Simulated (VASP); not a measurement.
# Cs2KVN6 (Fm-3m) in VASP: single point with r2SCAN

Aim: the single point of Cs2KVN6 with r2SCAN.

Everything below comes from runs of VASP 6.6.1. Logs are shortened: lines on timing, memory, paths and dates and some standing lists are left out, and cuts for length are marked.

## (1) The cell of the first run

It takes space group Fm-3m (No. 225, cubic). The conventional cell has a = 9.290 Å, b = 9.290 Å, c = 9.290 Å, α = 90.00°, β = 90.00°, γ = 90.00°. N (site symmetry 4mm) has 1 V at 1.85 Å within 2.4 Å. K (site symmetry m-3m) has 6 N at 2.80 Å within 3.7 Å. Within 2.4 Å of V (site symmetry m-3m) lie 6 N at 1.85 Å. Within 4.4 Å of Cs (site symmetry -43m) lie 12 N at 3.32 Å and 4 K at 4.02 Å and 4 V at 4.02 Å.

## (2) Single point, r2SCAN

The input, POSCAR:

```
Cs2KVN6
1.0
    0.0000000000      4.6448425439      4.6448425439
    4.6448425439      0.0000000000      4.6448425439
    4.6448425439      4.6448425439      0.0000000000
N K V Cs
6 1 1 2
Direct
    0.8013195377      0.1986804623      0.1986804623
    0.1986804623      0.8013195377      0.1986804623
    0.1986804623      0.8013195377      0.8013195377
    0.8013195377      0.1986804623      0.8013195377
    0.1986804623      0.1986804623      0.8013195377
    0.8013195377      0.8013195377      0.1986804623
    0.5000000000      0.5000000000      0.5000000000
    0.0000000000      0.0000000000      0.0000000000
    0.2500000000      0.2500000000      0.2500000000
    0.7500000000      0.7500000000      0.7500000000
```

The input, INCAR.step1:

```
SYSTEM = Cs2KVN6
PREC = Accurate
ENCUT = 520
ISMEAR = -1
SIGMA = 0.134
LREAL = .False.
LASPH = .True.
NELM = 60
NBANDS = 46
GGA = PE
ALGO = Normal
EDIFF = 1E-4
LWAVE = .True.
LCHARG = .False.
```

The input, INCAR.step2:

```
SYSTEM = Cs2KVN6
PREC = Accurate
ENCUT = 520
EDIFF = 1E-6
ISMEAR = -1
SIGMA = 0.134
LREAL = .False.
LASPH = .True.
NELM = 60
ALGO = Normal
ISIF = 2
LWAVE = .False.
LCHARG = .True.
METAGGA = R2SCAN
LMIXTAU = .True.
LELF = .True.
LVHAR = .True.
NBANDS = 46
ISTART = 1
```

The input, KPOINTS:

```
regular mesh
0
Gamma
  7 7 7
  0 0 0
```

Potentials or basis: VASP PAW PBE potentials, release 64 (N, K_sv, V_sv, Cs_sv).

Started as:

```
$ cat potpaw_PBE.64/N/POTCAR potpaw_PBE.64/K_sv/POTCAR potpaw_PBE.64/V_sv/POTCAR potpaw_PBE.64/Cs_sv/POTCAR > POTCAR
$ cp INCAR.step1 INCAR
$ mpirun -np 1 vasp_std > vasp.out
$ cp INCAR.step2 INCAR
$ mpirun -np 1 vasp_std > vasp.out
```

OUTCAR:

```text
SYSTEM = Cs2KVN6
   PREC = Accurate
   ENCUT = 520
   EDIFF = 1E-6
   ISMEAR = -1
   LREAL = .False.
   LASPH = .True.
   NELM = 60
   ISIF = 2
   METAGGA = R2SCAN
   ISTART = 1

 ion  position               nearest neighbor table
   1  0.801  0.199  0.199-   8 1.85
   2  0.199  0.801  0.199-   8 1.85
   3  0.199  0.801  0.801-   8 1.85
   4  0.801  0.199  0.801-   8 1.85
   5  0.199  0.199  0.801-   8 1.85
   6  0.801  0.801  0.199-   8 1.85
   7  0.500  0.500  0.500-
   8  0.000  0.000  0.000-   1 1.85   2 1.85   3 1.85   4 1.85   5 1.85   6 1.85
   9  0.250  0.250  0.250-
  10  0.750  0.750  0.750-

  LATTYP: Found a face centered cubic cell.
 ALAT       =     9.2896850878

  Lattice vectors:

 A1 = (   0.0000000000,   4.6448425439,   4.6448425439)
 A2 = (   4.6448425439,   0.0000000000,   4.6448425439)
 A3 = (   4.6448425439,   4.6448425439,   0.0000000000)

Analysis of symmetry for initial positions (statically):
=====================================================================
 Subroutine PRICEL returns:
 Original cell was already a primitive cell.

 Routine SETGRP: Setting up the symmetry group for a
 face centered cubic supercell.

 Subroutine GETGRP returns: Found 48 space group operations
 (whereof 48 operations were pure point group operations)
 out of a pool of 48 trial point group operations.

The static configuration has the point symmetry O_h .

Analysis of symmetry for dynamics (positions and initial velocities):
=====================================================================
 Subroutine PRICEL returns:
 Original cell was already a primitive cell.

 Routine SETGRP: Setting up the symmetry group for a
 face centered cubic supercell.

 Subroutine GETGRP returns: Found 48 space group operations
 (whereof 48 operations were pure point group operations)
 out of a pool of 48 trial point group operations.

The dynamic configuration has the point symmetry O_h .

 Subroutine INISYM returns: Found 48 space group operations
 (whereof 48 operations are pure point group operations),
 and found     1 'primitive' translations

----------------------------------------------------------------------------------------

                                     Primitive cell

  volume of cell :     200.4209

  direct lattice vectors                    reciprocal lattice vectors
     0.000000000  4.644842544  4.644842544    -0.107646275  0.107646275  0.107646275
     4.644842544  0.000000000  4.644842544     0.107646275 -0.107646275  0.107646275
     4.644842544  4.644842544  0.000000000     0.107646275  0.107646275 -0.107646275

  length of vectors
     6.568799321  6.568799321  6.568799321     0.186448818  0.186448818  0.186448818

  position of ions in fractional coordinates (direct lattice)
     0.801319538  0.198680462  0.198680462
     0.198680462  0.801319538  0.198680462
     0.198680462  0.801319538  0.801319538
     0.801319538  0.198680462  0.801319538
     0.198680462  0.198680462  0.801319538
     0.801319538  0.801319538  0.198680462
     0.500000000  0.500000000  0.500000000
     0.000000000  0.000000000  0.000000000
     0.250000000  0.250000000  0.250000000
     0.750000000  0.750000000  0.750000000

  ion indices of the primitive-cell ions
   primitive index   ion index
                 1           1
                 2           2
                 3           3
                 4           4
                 5           5
                 6           6
                 7           7
                 8           8
                 9           9
                10          10

----------------------------------------------------------------------------------------

 KPOINTS: regular mesh

Automatic generation of k-mesh.
 Grid dimensions read from file:
 generate k-points for:    7    7    7

 Generating k-lattice:

  Cartesian coordinates                     Fractional coordinates (reciprocal lattice)
    -0.015378039  0.015378039  0.015378039     0.142857143  0.000000000  0.000000000
     0.015378039 -0.015378039  0.015378039     0.000000000  0.142857143  0.000000000
     0.015378039  0.015378039 -0.015378039     0.000000000  0.000000000  0.142857143

  Length of vectors
     0.026635545  0.026635545  0.026635545

  Shift w.r.t. Gamma in fractional coordinates (k-lattice)
     0.000000000  0.000000000  0.000000000

 Subroutine IBZKPT returns following result:
 ===========================================

 Found     20 irreducible k-points:

 Following reciprocal coordinates:
            Coordinates               Weight
  0.000000  0.000000  0.000000      1.000000
  0.142857  0.000000  0.000000      8.000000
  0.285714  0.000000  0.000000      8.000000
  0.428571  0.000000  0.000000      8.000000
  0.142857  0.142857  0.000000      6.000000
  0.285714  0.142857  0.000000     24.000000
[... 12 lines left out ...]
 -0.428571  0.428571  0.142857     24.000000
 -0.285714  0.428571  0.142857     24.000000
   k-points           NKPTS =     20   k-points in BZ     NKDIM =     20   number of bands    NBANDS=     46
   number of dos      NEDOS =    301   number of ions     NIONS =     10
   total plane-waves  NPLWV = 125000
   dimension x,y,z NGX =    50 NGY =   50 NGZ =   50
   dimension x,y,z NGXF=   100 NGYF=  100 NGZF=  100
   ions per type =               6   1   1   2
   NGX,Y,Z   is equivalent  to a cutoff of  12.65, 12.65, 12.65 a.u.
   NGXF,Y,Z  is equivalent  to a cutoff of  25.31, 25.31, 25.31 a.u.
 SYSTEM =  Cs2KVN6
   PREC   = accura    normal or accurate (medium, high low for compatibility)
   ISTART =      1    job   : 0-new  1-cont  2-samecut
   ICHARG =      0    charge: 1-file 2-atom 10-const
   ISPIN  =      1    spin polarized calculation?
   LNONCOLLINEAR =      F non collinear calculations
   LSORBIT =      F    spin-orbit coupling
   LASPH  =      T    aspherical Exc in radial PAW
   ENCUT  =  520.0 eV  38.22 Ry    6.18 a.u.  12.21 12.21 12.21*2*pi/ulx,y,z
   NELM   =     60;   NELMIN=  2; NELMDL=  0     # of ELM steps
   EDIFF  = 0.1E-05   stopping-criterion for ELM
   LREAL  =      F    real-space projection
   EDIFFG = 0.1E-04   stopping-criterion for IOM
   NSW    =      0    number of steps for IOM
   IBRION =     -1    ionic relax: 0-MD 1-quasi-New 2-CG
   NFREE  =      0    steps in history (QN), initial steepest desc. (CG)
   ISIF   =      2    stress and relaxation
   ISYM   =      2    0-nonsym 1-usesym 2-fastsym
   POTIM  = 0.5000    time-step for ionic-motion
   TEBEG  =    0.0;   TEEND  =   0.0 temperature during run
   PSTRESS=    0.0 pullay stress
   NELECT =      70.0000    total number of electrons
   NUPDOWN=      -1.0000    fix difference up-down
   EMIN   =  10.00;   EMAX   =-10.00  energy-range for DOS
   EFERMI =   0.00;   METHOD = LEGACY
   ISMEAR =    -1;   SIGMA  =   0.13  broadening in eV -4-tet -1-fermi 0-gaus
   EFERMI_NEDOS =   21; number of points for ismear=-14 and -15
   IALGO  =     38    algorithm
   IMIX   =      4    mixing-type and parameters
     AMIX     =   0.40;   BMIX     =  1.00
     AMIX_MAG =   1.60;   BMIX_MAG =  1.00
  volume/ion in A,a.u.               =      20.04       135.25
  Fermi-wavevector in a.u.,A,eV,Ry     =   1.152904  2.178673 18.084699  1.329188
  Thomas-Fermi vector in A             =   2.289552
   LORBIT       =      0    0 simple, 1 ext, 2 COOP (PROOUT), +10 PAW based schemes
   METAGGA = R2SCAN    functional components
   LHFCALC =     F    Hartree Fock is set to
   AEXX    =    0.0000 exact exchange contribution
   IVDW    =     0    specifies the selected vdW correction
   LEPSILON=     F    determine dielectric tensor
   LRPA    =     F    only Hartree local field effects (RPA)
 non-spin polarized calculation
  energy-cutoff  :      520.00
  volume of cell :      200.42
 maximum number of plane-waves:      5422
 NGX is ok and might be reduce to    50
   NGX = 25   NGY = 25   NGZ = 25

 number of electron      70.0000000 magnetization

 Free energy of the ion-electron system (eV)
  ---------------------------------------------------
  ext. energy  EPLUGINS =         0.00000000
  ---------------------------------------------------
  free energy    TOTEN  =      -113.55899531 eV

  energy without entropy =     -113.01092894  energy(sigma->0) =     -113.28496213

 E-fermi :   0.9077     XC(G=0):  -9.5279

 val. band max:        0.8872579803   @ k =  -0.2857   0.4286   0.1429
 cond. band min:       0.9245417201   @ k =  -0.2857   0.4286   0.1429
 fundamental gap:      0.0372837398
 Fermi energy:         0.9077420992

 k-point     1 :       0.0000    0.0000    0.0000
  band No.  band energies     occupation
      1     -65.5920      2.00000
      2     -38.4147      2.00000
      3     -38.4147      2.00000
      4     -38.4147      2.00000
      5     -29.0070      2.00000
      6     -20.0046      2.00000
[... 38 lines left out ...]
     45       6.7866      0.00000
     46       7.2043      0.00000

 k-point     2 :       0.1429    0.0000    0.0000
  band No.  band energies     occupation
      1     -65.5920      2.00000
      2     -38.4148      2.00000
      3     -38.4147      2.00000
      4     -38.4147      2.00000
      5     -29.0070      2.00000
      6     -19.9997      2.00000
[... 38 lines left out ...]
     45       6.9571      0.00000
     46       7.4115      0.00000

 k-point     3 :       0.2857    0.0000    0.0000
  band No.  band energies     occupation
      1     -65.5920      2.00000
      2     -38.4148      2.00000
      3     -38.4147      2.00000
      4     -38.4147      2.00000
      5     -29.0069      2.00000
      6     -19.9866      2.00000
[... 822 lines left out ...]
     45       7.8764      0.00000
     46       8.0352      0.00000

 k-point    20 :      -0.2857    0.4286    0.1429
  band No.  band energies     occupation
      1     -65.5920      2.00000
      2     -38.4148      2.00000
      3     -38.4147      2.00000
      4     -38.4147      2.00000
      5     -29.0069      2.00000
      6     -19.9596      2.00000
[... 38 lines left out ...]
     45       8.0379      0.00000
     46       8.1091      0.00000

------------------------ aborting loop because EDIFF is reached ----------------------------------------

  FORCE on cell =-STRESS in cart. coord.  units (eV):
  Direction    XX          YY          ZZ          XY          YZ          ZX
  --------------------------------------------------------------------------------------
  -------------------------------------------------------------------------------------
  Total        0.2118673      0.2118673      0.2118673      0.0000000      0.0000000      0.0000000
  in kB        1.6936807      1.6936807      1.6936807      0.0000000      0.0000000      0.0000000
  external PRESSURE =       1.6936807 kB  Pullay stress =       0.0000000 kB

 VOLUME and BASIS-vectors are now :
 -----------------------------------------------------------------------------
  energy-cutoff  :      520.00
  volume of cell :      200.42
      direct lattice vectors                 reciprocal lattice vectors
     0.000000000  4.644842544  4.644842544    -0.107646275  0.107646275  0.107646275
     4.644842544  0.000000000  4.644842544     0.107646275 -0.107646275  0.107646275
     4.644842544  4.644842544  0.000000000     0.107646275  0.107646275 -0.107646275

 POSITION                                       TOTAL-FORCE (eV/Angst)
 -----------------------------------------------------------------------------------
      1.84568      4.64484      4.64484         0.052042     -0.000000      0.000000
      4.64484      1.84568      4.64484         0.000000      0.052042      0.000000
      7.44401      4.64484      4.64484        -0.052042     -0.000000      0.000000
      4.64484      7.44401      4.64484         0.000000     -0.052042      0.000000
      4.64484      4.64484      1.84568         0.000000     -0.000000      0.052042
      4.64484      4.64484      7.44401         0.000000     -0.000000     -0.052042
      4.64484      4.64484      4.64484         0.000000     -0.000000      0.000000
      0.00000      0.00000      0.00000         0.000000     -0.000000      0.000000
      2.32242      2.32242      2.32242         0.000000      0.000000     -0.000000
      6.96726      6.96726      6.96726        -0.000000      0.000000     -0.000000
 -----------------------------------------------------------------------------------
    total drift:                               -0.000000     -0.000000     -0.000000

  FREE ENERGIE OF THE ION-ELECTRON SYSTEM (eV)
  ---------------------------------------------------
  free  energy   TOTEN  =      -113.5589953141 eV

  energy  without entropy=     -113.0109289367  energy(sigma->0) =     -113.28496213
```

Run time: 32 min. Hardware: 1 thread of AMD EPYC 7R13, shared host; peak memory 0.47 GiB.

What came out:

```
Free energy            : -113.5590 eV
Pressure               : 0.2 GPa
Largest force          : 0.052 eV/Å
Band gap on the k mesh : zero (bands 35 and 36 overlap by 0.33 eV)
```

Forces in eV/Å, atoms in the order of the input:
```
N    0.052  0.000  0.000
N    0.000  0.052  0.000
N   -0.052  0.000  0.000
N    0.000 -0.052  0.000
N    0.000  0.000  0.052
N    0.000  0.000 -0.052
K    0.000  0.000  0.000
V    0.000  0.000  0.000
Cs   0.000  0.000  0.000
Cs   0.000  0.000  0.000
```

Caveat: the PAW data sets were made with another functional, which shifts forces and pressure a little; spin-orbit coupling is left out, which moves the levels of the heavy elements; the run has no spin polarisation, though such a crystal can be magnetic. With open d or f shells a metallic result of r2SCAN can be an artefact of self-interaction; +U or a hybrid may open a gap.
